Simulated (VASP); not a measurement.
# Fe (Pm-3m) in VASP: a series of runs, part 2 of 4

VASP 6.6.1. The steps go on from the part before.

## Step 3: Single point, revPBE

This run uses another cell than the first one, of 11.89 Å³/atom, 0.935 times its volume.

Contents of INCAR:

```
  PREC = Accurate
  ENCUT = 520
  EDIFF = 1E-6
  ISMEAR = -1
  SIGMA = 0.1
  LREAL = F
  LASPH = T
  NELM = 60
  ALGO = Normal
  ISIF = 2
  LWAVE = F
  LCHARG = F
  GGA = RE
  NBANDS = 10
```

Contents of KPOINTS:

```
Automatic mesh
0
Gamma
  22 22 22
```

Contents of POSCAR:

```
Fe
1.0
    2.2827131053      0.0000000000      0.0000000000
    0.0000000000      2.2827131053      0.0000000000
    0.0000000000      0.0000000000      2.2827131053
Fe
1
Direct
    0.0000000000      0.0000000000      0.0000000000
```

Potentials or basis: VASP PAW PBE potentials, release 64 (Fe).

Command:

```console
> cat potpaw_PBE.64/Fe/POTCAR > POTCAR
> mpirun -np 1 vasp_std > vasp.out
```

OUTCAR:

```text
PREC = Accurate
   ENCUT = 520
   EDIFF = 1E-6
   ISMEAR = -1
   LREAL = F
   LASPH = T
   NELM = 60
   ISIF = 2
   GGA = RE

 ion  position               nearest neighbor table
   1  0.000  0.000  0.000-

  LATTYP: Found a simple cubic cell.
 ALAT       =     2.2827131053

  Lattice vectors:

 A1 = (   2.2827131053,   0.0000000000,   0.0000000000)
 A2 = (   0.0000000000,   2.2827131053,   0.0000000000)
 A3 = (   0.0000000000,   0.0000000000,   2.2827131053)

Analysis of symmetry for initial positions (statically):
=====================================================================
 Subroutine PRICEL returns:
 Original cell was already a primitive cell.

 Routine SETGRP: Setting up the symmetry group for a
 simple cubic supercell.

 Subroutine GETGRP returns: Found 48 space group operations
 (whereof 48 operations were pure point group operations)
 out of a pool of 48 trial point group operations.

The static configuration has the point symmetry O_h .

Analysis of symmetry for dynamics (positions and initial velocities):
=====================================================================
 Subroutine PRICEL returns:
 Original cell was already a primitive cell.

 Routine SETGRP: Setting up the symmetry group for a
 simple cubic supercell.

 Subroutine GETGRP returns: Found 48 space group operations
 (whereof 48 operations were pure point group operations)
 out of a pool of 48 trial point group operations.

The dynamic configuration has the point symmetry O_h .

 Subroutine INISYM returns: Found 48 space group operations
 (whereof 48 operations are pure point group operations),
 and found     1 'primitive' translations

----------------------------------------------------------------------------------------

                                     Primitive cell

  volume of cell :      11.8947

  direct lattice vectors                    reciprocal lattice vectors
     2.282713105  0.000000000  0.000000000     0.438075200  0.000000000  0.000000000
     0.000000000  2.282713105  0.000000000     0.000000000  0.438075200  0.000000000
     0.000000000  0.000000000  2.282713105     0.000000000  0.000000000  0.438075200

  length of vectors
     2.282713105  2.282713105  2.282713105     0.438075200  0.438075200  0.438075200

  position of ions in fractional coordinates (direct lattice)
     0.000000000  0.000000000  0.000000000

  ion indices of the primitive-cell ions
   primitive index   ion index
                 1           1

----------------------------------------------------------------------------------------

 KPOINTS: Automatic mesh

Automatic generation of k-mesh.
 Grid dimensions read from file:
 generate k-points for:   22   22   22

 Generating k-lattice:

  Cartesian coordinates                     Fractional coordinates (reciprocal lattice)
     0.019912509  0.000000000  0.000000000     0.045454545  0.000000000  0.000000000
     0.000000000  0.019912509  0.000000000     0.000000000  0.045454545  0.000000000
     0.000000000  0.000000000  0.019912509     0.000000000  0.000000000  0.045454545

  Length of vectors
     0.019912509  0.019912509  0.019912509

  Shift w.r.t. Gamma in fractional coordinates (k-lattice)
     0.000000000  0.000000000  0.000000000

 Subroutine IBZKPT returns following result:
 ===========================================

 Found    364 irreducible k-points:

 Following reciprocal coordinates:
            Coordinates               Weight
  0.000000  0.000000  0.000000      1.000000
  0.045455  0.000000  0.000000      6.000000
  0.090909  0.000000  0.000000      6.000000
  0.136364  0.000000  0.000000      6.000000
  0.181818  0.000000  0.000000      6.000000
  0.227273  0.000000  0.000000      6.000000
[... 16 lines left out ...]
  0.500000  0.045455  0.000000     12.000000
  0.090909  0.090909  0.000000     12.000000
 [... further k-points ...]
   k-points           NKPTS =    364   k-points in BZ     NKDIM =    364   number of bands    NBANDS=     10
   number of dos      NEDOS =    301   number of ions     NIONS =      1
   total plane-waves  NPLWV =   5832
   dimension x,y,z NGX =    18 NGY =   18 NGZ =   18
   dimension x,y,z NGXF=    36 NGYF=   36 NGZF=   36
   ions per type =               1
   NGX,Y,Z   is equivalent  to a cutoff of  13.11, 13.11, 13.11 a.u.
   NGXF,Y,Z  is equivalent  to a cutoff of  26.22, 26.22, 26.22 a.u.
 SYSTEM =  unknown system
   PREC   = accura    normal or accurate (medium, high low for compatibility)
   ISTART =      0    job   : 0-new  1-cont  2-samecut
   ICHARG =      2    charge: 1-file 2-atom 10-const
   ISPIN  =      1    spin polarized calculation?
   LNONCOLLINEAR =      F non collinear calculations
   LSORBIT =      F    spin-orbit coupling
   LASPH  =      T    aspherical Exc in radial PAW
   ENCUT  =  520.0 eV  38.22 Ry    6.18 a.u.   4.24  4.24  4.24*2*pi/ulx,y,z
   NELM   =     60;   NELMIN=  2; NELMDL= -5     # of ELM steps
   EDIFF  = 0.1E-05   stopping-criterion for ELM
   LREAL  =      F    real-space projection
   EDIFFG = 0.1E-04   stopping-criterion for IOM
   NSW    =      0    number of steps for IOM
   IBRION =     -1    ionic relax: 0-MD 1-quasi-New 2-CG
   NFREE  =      0    steps in history (QN), initial steepest desc. (CG)
   ISIF   =      2    stress and relaxation
   ISYM   =      2    0-nonsym 1-usesym 2-fastsym
   POTIM  = 0.5000    time-step for ionic-motion
   TEBEG  =    0.0;   TEEND  =   0.0 temperature during run
   PSTRESS=    0.0 pullay stress
   NELECT =       8.0000    total number of electrons
   NUPDOWN=      -1.0000    fix difference up-down
   EMIN   =  10.00;   EMAX   =-10.00  energy-range for DOS
   EFERMI =   0.00;   METHOD = LEGACY
   ISMEAR =    -1;   SIGMA  =   0.10  broadening in eV -4-tet -1-fermi 0-gaus
   EFERMI_NEDOS =   21; number of points for ismear=-14 and -15
   IALGO  =     38    algorithm
   IMIX   =      4    mixing-type and parameters
     AMIX     =   0.40;   BMIX     =  1.00
     AMIX_MAG =   1.60;   BMIX_MAG =  1.00
  volume/ion in A,a.u.               =      11.89        80.27
  Fermi-wavevector in a.u.,A,eV,Ry     =   1.434345  2.710518 27.991869  2.057344
  Thomas-Fermi vector in A             =   2.553763
   LORBIT       =      0    0 simple, 1 ext, 2 COOP (PROOUT), +10 PAW based schemes
   GGA     = RE    functional components
   LHFCALC =     F    Hartree Fock is set to
   AEXX    =    0.0000 exact exchange contribution
   IVDW    =     0    specifies the selected vdW correction
   LEPSILON=     F    determine dielectric tensor
   LRPA    =     F    only Hartree local field effects (RPA)
 non-spin polarized calculation
  energy-cutoff  :      520.00
  volume of cell :       11.89
 maximum number of plane-waves:       341
 NGX is ok and might be reduce to    18
   NGX =  9   NGY =  9   NGZ =  9

 number of electron       7.9999994 magnetization

 Free energy of the ion-electron system (eV)
  ---------------------------------------------------
  ext. energy  EPLUGINS =         0.00000000
  ---------------------------------------------------
  free energy    TOTEN  =        -6.76152729 eV

  energy without entropy =       -6.68177461  energy(sigma->0) =       -6.72165095

 E-fermi :   5.6802     XC(G=0): -12.7268

 val. band max:        5.6796799931   @ k =   0.4545   0.0455   0.0455
 cond. band min:       5.6819080911   @ k =   0.3636   0.2727   0.2727
 fundamental gap:      0.0022280980
 Fermi energy:         5.6801539448

 k-point     1 :       0.0000    0.0000    0.0000
  band No.  band energies     occupation
      1      -2.4861      2.00000
      2       2.0022      2.00000
      3       2.0022      2.00000
      4       6.6248      0.00016
      5       6.6248      0.00016
      6       6.6248      0.00016
      7      26.1564      0.00000
      8      26.1564      0.00000
      9      26.1564      0.00000
     10      30.1405      0.00000

 k-point     2 :       0.0455    0.0000    0.0000
  band No.  band energies     occupation
      1      -2.4200      2.00000
      2       2.0142      2.00000
      3       2.0411      2.00000
      4       6.5900      0.00022
      5       6.5900      0.00022
      6       6.6275      0.00015
      7      25.2624      0.00000
      8      26.2502      0.00000
      9      26.2502      0.00000
     10      30.1323      0.00000
[... 274 lines left out ...]
 k-point    24 :       0.0909    0.0909    0.0000
  band No.  band energies     occupation
      1      -1.9652      2.00000
      2       2.1483      2.00000
      3       2.2594      2.00000
      4       6.3507      0.00244
      5       6.4781      0.00068
      6       6.5255      0.00043
      7      23.5290      0.00000
      8      24.1069      0.00000
      9      26.8949      0.00000
     10      30.8685      0.00000

 [... further k-points ...]
[... 5 lines left out ...]
  --------------------------------------------------------------------------------------
  -------------------------------------------------------------------------------------
  Total       -0.0602535     -0.0602535     -0.0602535      0.0000000     -0.0000000     -0.0000000
  in kB       -8.1159434     -8.1159434     -8.1159434      0.0000000     -0.0000000     -0.0000000
  external PRESSURE =      -8.1159434 kB  Pullay stress =       0.0000000 kB

 VOLUME and BASIS-vectors are now :
 -----------------------------------------------------------------------------
  energy-cutoff  :      520.00
  volume of cell :       11.89
      direct lattice vectors                 reciprocal lattice vectors
     2.282713105  0.000000000  0.000000000     0.438075200  0.000000000  0.000000000
     0.000000000  2.282713105  0.000000000     0.000000000  0.438075200  0.000000000
     0.000000000  0.000000000  2.282713105     0.000000000  0.000000000  0.438075200

 POSITION                                       TOTAL-FORCE (eV/Angst)
 -----------------------------------------------------------------------------------
      0.00000      0.00000      0.00000         0.000000      0.000000      0.000000
 -----------------------------------------------------------------------------------
    total drift:                                0.000000      0.000000      0.000000

  FREE ENERGIE OF THE ION-ELECTRON SYSTEM (eV)
  ---------------------------------------------------
  free  energy   TOTEN  =        -6.7615272899 eV

  energy  without entropy=       -6.6817746122  energy(sigma->0) =       -6.72165095
```

stdout:

```text
POSCAR found type information on POSCAR Fe
 POSCAR found :  1 types and       1 ions
 scaLAPACK will be used
 -----------------------------------------------------------------------------
|                                                                             |
|                                                                             |
|     You enforced a specific xc type in the INCAR file but a different       |
|     I HOPE YOU KNOW WHAT YOU ARE DOING!                                     |
|                                                                             |
 -----------------------------------------------------------------------------

 LDA part: xc-table for (Slater+PW92), standard interpolation
 POSCAR, INCAR and KPOINTS ok, starting setup
 FFT: planning ... GRIDC
 FFT: planning ... GRID_SOFT
 FFT: planning ... GRID
 WAVECAR not read
 entering main loop
```

It took 19 s on 1 thread of Intel Xeon Platinum 8488C (Sapphire Rapids), shared host; peak memory 0.15 GiB.

Results:

| Item | Value |
| --- | --- |
| Free energy | -6.7615 eV |
| Pressure | -0.8 GPa |
| Band gap on the k mesh | zero (band 4 reaches 7.75 eV, above the bottom of band 5 at 5.07 eV) |

Levels at points of the mesh, in eV from the Fermi level:
```csv
k point,band 1,band 2,band 3,band 4,band 5,band 6,band 7,band 8
"(0.00, 0.00, 0.00)",-8.17,-3.68,-3.68,0.94,0.94,0.94,20.48,20.48
"(0.50, 0.00, 0.00)",-3.80,-3.06,-1.18,-0.59,-0.59,1.08,5.62,23.84
"(0.50, 0.50, 0.00)",-4.70,-2.49,-0.27,-0.27,1.98,5.76,5.76,12.18
"(0.50, 0.50, 0.50)",-3.35,-3.35,-3.35,2.07,2.07,12.82,13.42,13.42
```

Caveat: the PAW data sets were made with another functional, which shifts forces and pressure a little; the run has no spin polarisation, though such a crystal can be magnetic.

## Step 4: Single point, revPBE, collinear spin, ferromagnetic start

This run uses another cell than the first one, of 13.68 Å³/atom, 1.075 times its volume.

Contents of INCAR:

```
ALGO = Normal ; EDIFF = 1E-6
ENCUT = 520 ; GGA = RE
ISIF = 2 ; ISMEAR = -1
ISPIN = 2 ; LASPH = True
LCHARG = True ; LELF = True
LMAXMIX = 4 ; LORBIT = 11
LREAL = False ; LVHAR = True
LWAVE = False ; MAGMOM = 2.5
NBANDS = 14 ; NELM = 150
PREC = Accurate ; SIGMA = 0.05
```

Contents of KPOINTS:

```
k-points
0
Gamma
  13 13 13
```

Contents of POSCAR:

```
Fe
1.0
    2.3914632608      0.0000000000      0.0000000000
    0.0000000000      2.3914632608      0.0000000000
    0.0000000000      0.0000000000      2.3914632608
Fe
1
Direct
    0.0000000000      0.0000000000      0.0000000000
```

Command:

```console
> cat potpaw_PBE.64/Fe/POTCAR > POTCAR
> mpirun -np 1 vasp_std > vasp.out
```

Wall time 20 s (1 thread of Intel Xeon Platinum 8259CL at 2.50GHz (Skylake/Cascade Lake), shared host); peak memory 0.14 GiB.

The run converged. Its results:

* Free energy: -7.1367 eV
* Pressure: -0.3 GPa
* Net moment: 2.47 μB per cell
* Site moments: Fe +2.46 μB
* Valence electrons inside the program's atomic spheres: Fe 7.12

Levels at points of the mesh, in eV from the Fermi level:
Spin up:
```tsv
k point	band 3	band 4	band 5	band 6	band 7	band 8
(0.00, 0.00, 0.00)	-3.86	-0.70	-0.70	-0.70	18.34	18.34
```
Spin down:
| k point | band 1 | band 2 | band 3 | band 4 | band 5 | band 6 |
| --- | --- | --- | --- | --- | --- | --- |
| (0.00, 0.00, 0.00) | -7.40 | -2.26 | -2.26 | 2.46 | 2.46 | 2.47 |

Caveat: the PAW data sets were made with another functional, which shifts forces and pressure a little.

[end of part 2 of 4]
